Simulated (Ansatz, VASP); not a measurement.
# One calculation of SnO, two programs

The input INCAR:

```
SYSTEM = SnO
ALGO = Normal
DIPOL = 0.5 0.5 0.408
EDIFF = 1E-6
ENCUT = 520
GGA = PE
IDIPOL = 3
ISIF = 2
ISMEAR = 0
IVDW = 12
LASPH = .TRUE.
LCHARG = .FALSE.
LDIPOL = .TRUE.
LREAL = .FALSE.
LWAVE = .FALSE.
NBANDS = 50
NELM = 80
PREC = Accurate
SIGMA = 0.05
```

File KPOINTS:

```
k-points
0
G
  7 7 1
  0 0 0
```

POSCAR

```
SnO
1.0
    3.8201528477      0.0002954339      0.0000000000
   -0.0003145169      3.8201528461      0.0000000000
    0.0000000000      0.0000000000     22.2260749922
Sn O
4 4
Direct
    0.9999452930      0.9999452930      0.2024648977
    0.4999452930      0.4999452930      0.3087831522
    0.4999452930      0.8749452930      0.5067488299
   -0.0000547070      0.3749452930      0.6130670844
    0.9999461076      0.4999461076      0.2556240249
    0.4999461076      0.9999461076      0.2556240249
    0.4999461076      0.3749461076      0.5599079571
   -0.0000538924      0.8749461076      0.5599079571
```

Input for Ansatz:

```yaml
crystal:
  lattice:
    - [3.8201528543, 0.0002954551, 0.0]
    - [-0.0003145191, 3.8201528528, 0.0]
    - [0.0, 0.0, 22.226074346]
  atoms:
    - { symbol: Sn, position: [0.9999452911, 0.9999452911, 0.2024649036] }
    - { symbol: O, position: [0.9999461074, 0.4999461074, 0.2556240251] }
    - { symbol: O, position: [0.4999461074, 0.9999461074, 0.2556240251] }
    - { symbol: Sn, position: [0.4999452911, 0.4999452911, 0.3087831466] }
    - { symbol: Sn, position: [0.4999452911, 0.8749452911, 0.5067488301] }
    - { symbol: O, position: [0.4999461074, 0.3749461074, 0.5599079516] }
    - { symbol: O, position: [-5.38926e-05, 0.8749461074, 0.5599079516] }
    - { symbol: Sn, position: [-5.47089e-05, 0.3749452911, 0.6130670731] }
basis:
  ecutwfc: 420
kpoints:
  mp_grid: { grid: [7, 7, 1] }
hamiltonian:
  xc: pbe
  pseudopotentials: { kind: paw, azcp: { folder: soft_1 } }
  dispersion: d3bj
scf:
  occupations: { method: gaussian, width: 0.05 }
output:
  forces: true
  eigenvalues: true
  write_density: true
  write_potential: true
  elf: true
  volumetric_format: npy
efield:
  axis: 3
  dipole_correction: true
  ramp_width: 0.04
```

Alike in both runs: task single point; functional PBE; dispersion D3(BJ); k mesh 7 × 7 × 1; occupations gaussian, width 0.05 eV; no spin polarisation.

|  | VASP | Ansatz |
| --- | --- | --- |
| version | VASP 6.6.1 | Ansatz 0.2.0 |
| potentials or method | VASP PAW PBE potentials, release 64 (Sn_d, O), cutoff 520 eV | scalar-relativistic, plane waves, PAW |
| valence electrons in the cell | 80 | 80 |

```csv
,VASP,Ansatz,Ansatz less VASP
gap on the k mesh at the Fermi level (eV),2.58,2.61,+0.025
least direct gap on the mesh (eV),2.61,2.65,+0.042
rms of the force components (eV/Å),0.047,0.013,-0.0336
```

Ansatz's warnings: structure snapped to symmetry, xc potential rough in thin density.
